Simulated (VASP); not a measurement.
A run of VASP 6.6.1 is set up as follows.

The input INCAR:

```
SYSTEM = NaMo6
PREC = Accurate ; ENCUT = 520
EDIFF = 1E-7 ; ISMEAR = 0
SIGMA = 0.1 ; LREAL = .FALSE.
LASPH = .TRUE. ; NELM = 100
ALGO = Normal ; ISIF = 2
LWAVE = .FALSE. ; LCHARG = .FALSE.
GGA = PE ; NBANDS = 54
```

File KPOINTS:

```
Automatic mesh
0
G
  6 6 6
  0 0 0
```

Contents of POSCAR:

```
NaMo6
1.0
    6.0883031364      0.0000000000      0.0000000000
    0.0000000000      6.0883031364      0.0000000000
    0.0000000000      0.0000000000      6.0883031364
Na Mo
1 6
Direct
    0.0000000000      0.0000000000      0.0000000000
    0.2021416667      0.5000000000      0.5000000000
    0.5000000000      0.7978583333      0.5000000000
    0.5000000000      0.2021416667      0.5000000000
    0.7978583333      0.5000000000      0.5000000000
    0.5000000000      0.5000000000      0.2021416667
    0.5000000000      0.5000000000      0.7978583333
```

Potentials or basis: VASP PAW PBE potentials, release 64 (Na_pv, Mo_sv).

Launch:

```bash
$ cat potpaw_PBE.64/Na_pv/POTCAR potpaw_PBE.64/Mo_sv/POTCAR > POTCAR
$ mpirun -np 1 vasp_std > vasp.out
```

(1) What does it give for the pressure?

(2) Estimate the largest force.

Answers

(1) 0.2 GPa.

(2) 0.012 eV/Å.
